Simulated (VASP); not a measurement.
Write the native input for VASP 6.6.1 that does the following.

| Item | Value |
| --- | --- |
| Task | single point |
| Functional | r2SCAN |
| Potentials or basis | VASP PAW PBE potentials, release 64 (Pt) |
| Cutoff | 520 eV |
| k mesh | 24 × 24 × 24 |
| Occupations | gaussian, width 0.15 eV |
| Spin | no spin polarisation |
| Dipole correction | no |
| Further INCAR settings | ALGO = Normal; EDIFF = 1e-06; NBANDS = 11 |

The system is Pt.

```
CELL_PARAMETERS angstrom
0.00000 2.12696 1.65903
2.12696 0.00000 1.65903
2.12696 2.12696 0.00000
ATOMIC_POSITIONS crystal
Pt 0.00000 0.00000 0.00000
```

This cell differs from its parent crystal: ratio of the length along z to the lengths across it x 0.78, volume and fractional coordinates fixed.

The input as run:

POSCAR

```
Pt
1.0
    0.0000000000      2.1269582839      1.6590274614
    2.1269582839      0.0000000000      1.6590274614
    2.1269582839      2.1269582839      0.0000000000
Pt
1
Direct
    0.0000000000      0.0000000000      0.0000000000
```

INCAR.step1

```
SYSTEM = Pt
PREC = Accurate
ENCUT = 520
ISMEAR = 0
SIGMA = 0.15
LREAL = .False.
LASPH = .True.
NELM = 100
NBANDS = 11
GGA = PE
ALGO = Normal
EDIFF = 1E-4
LWAVE = .True.
LCHARG = .False.
```

INCAR.step2

```
SYSTEM = Pt
PREC = Accurate
ENCUT = 520
EDIFF = 1E-6
ISMEAR = 0
SIGMA = 0.15
LREAL = .False.
LASPH = .True.
NELM = 100
ALGO = Normal
ISIF = 2
LWAVE = .False.
LCHARG = .True.
METAGGA = R2SCAN
LMIXTAU = .True.
LELF = .True.
LVHAR = .True.
NBANDS = 11
ISTART = 1
```

KPOINTS

```
regular mesh
0
Gamma
  24 24 24
  0 0 0
```

Potentials or basis: VASP PAW PBE potentials, release 64 (Pt).

Run with:

```bash
$ cat potpaw_PBE.64/Pt/POTCAR > POTCAR
$ cp INCAR.step1 INCAR
$ mpirun -np 1 vasp_std > vasp.out
$ cp INCAR.step2 INCAR
$ mpirun -np 1 vasp_std > vasp.out
```

It gave:

* Pressure: 8.9 GPa
* Band gap on the k mesh: zero (band 5 reaches 12.18 eV, above the bottom of band 6 at 9.74 eV)

Caveat: the PAW data sets were made with another functional, which shifts forces and pressure a little; spin-orbit coupling is left out, which moves the levels of the heavy elements.

Run time: 3.5 min on 1 thread of Intel(R) Xeon(R) 6975P-C (Granite Rapids), with other jobs on the host, peak memory 0.29 GiB.
